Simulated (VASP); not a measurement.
Be2Ag, 6 atoms in the cell. Symmetry: Fd-3m, No. 227, cubic system. The conventional cell has a = 6.255 Å, b = 6.255 Å, c = 6.255 Å, α = 90.00°, β = 90.00°, γ = 90.00°. Within 3.4 Å of Ag (site symmetry -43m) lie 12 Be at 2.59 Å and 4 Ag at 2.71 Å. Be (site symmetry -3m) has 6 Be at 2.21 Å and 6 Ag at 2.59 Å within 2.9 Å. 

```yaml
Program: VASP 6.6.1
Task: single point
Functional: r2SCAN
Potentials_or_basis: VASP PAW PBE potentials, release 64 (Ag, Be)
Cutoff: 520 eV
k_mesh: 9 × 9 × 9
Occupations: fermi-dirac, width 0.1 eV
Spin: non-collinear spin, zero start, spin-orbit coupling
Starting_moments: "[[0.0, 0.0, 0.0], [0.0, 0.0, 0.0], [0.0, 0.0, 0.0], [0.0, 0.0, 0.0], [0.0, 0.0, 0.0], [0.0, 0.0, 0.0]] μB"
Dipole_correction: no
Further_INCAR_settings: ALGO = Normal; EDIFF = 1e-06; NBANDS = 46
```

Potentials or basis: VASP PAW PBE potentials, release 64 (Ag, Be).

Run with:

```bash
$ cat potpaw_PBE.64/Ag/POTCAR potpaw_PBE.64/Be/POTCAR > POTCAR
$ cp INCAR.step1 INCAR
$ mpirun -np 1 vasp_ncl > vasp.out
$ cp INCAR.step2 INCAR
$ mpirun -np 1 vasp_ncl > vasp.out
```

Hardware: 1 thread of AMD EPYC 9R45 96-Core Processor (Zen 5), with other jobs on the host.

Q: Estimate the wall time of this run.

A: Wall time 16 min on 1 thread of AMD EPYC 9R45 96-Core Processor (Zen 5), with other jobs on the host, peak memory 0.51 GiB. Counts: k points 35.
